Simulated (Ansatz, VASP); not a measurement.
Ni in VASP and in Ansatz

INCAR

```
ALGO = Normal ; EDIFF = 1E-7
EDIFFG = -0.02 ; ENCUT = 600
GGA = PS ; GGA_COMPAT = F
IBRION = 2 ; ISIF = 3
ISMEAR = -1 ; ISPIN = 2
LASPH = T ; LCHARG = F
LMAXMIX = 4 ; LORBIT = 11
LREAL = F ; LWAVE = F
MAGMOM = 2 ; NELM = 200
NELMIN = 4 ; NSW = 80
PREC = Accurate ; SIGMA = 0.1
```

Contents of KPOINTS:

```
k-points
0
Gamma
  15 15 15
```

The input POSCAR:

```
Ni
1.0
   -1.3837155000      1.3837155000      1.3837155000
    1.3837155000     -1.3837155000      1.3837155000
    1.3837155000      1.3837155000     -1.3837155000
Ni
1
Direct
    0.0000000000      0.0000000000      0.0000000000
```

Input for Ansatz:

```yaml
crystal:
  lattice:
    bravais: bcc
    a: 2.767431
  space_group: 229
  atoms:
    - { symbol: Ni, position: [0.0, 0.0, 0.0] }
  reduce_to_primitive: true
kpoints:
  mp_grid:
    grid: [15, 15, 15]
hamiltonian:
  xc: pbesol
  dispersion: none
magnetization:
  spin_polarized: true
  per_species:
    Ni: 2.0
scf:
  occupations:
    method: fermi_dirac
    width: 0.1
relax:
  f_tol: 0.02
  cell: {}
```

Alike in both runs: task relaxation of cell and atoms; functional PBEsol; k mesh 15 × 15 × 15; occupations fermi-dirac, width 0.1 eV; collinear spin.

|  | VASP | Ansatz |
| --- | --- | --- |
| version | VASP 6.6.1 | Ansatz 0.2.0 |
| potentials or method | VASP PAW PBE potentials, release 64 (Ni) | plane waves, PAW |
| plane-wave cutoff (eV) | 600 | 420 |
| valence electrons in the cell | 10 | 18 |

|  | VASP | Ansatz | Ansatz less VASP |
| --- | --- | --- | --- |
| net moment per atom (μB) | 0.46 | 0.49 | +0.029 |
| size of the moment on the site where the two differ most (μB) | 0.46 | 0.51 | +0.048 |
| relaxed volume (Å³/atom) | 10.46 | 10.47 | +0.012 |
| relaxed cell length with the largest relative difference (Å) | 2.386 | 2.387 | +0.0009 |

VASP's potentials were made for PBE, not for PBEsol. Site moments also hang on the region over which each program counts them. VASP's potentials hold 10 valence electrons a cell and Ansatz's 18, so a difference there can come from the potentials and not from the codes.
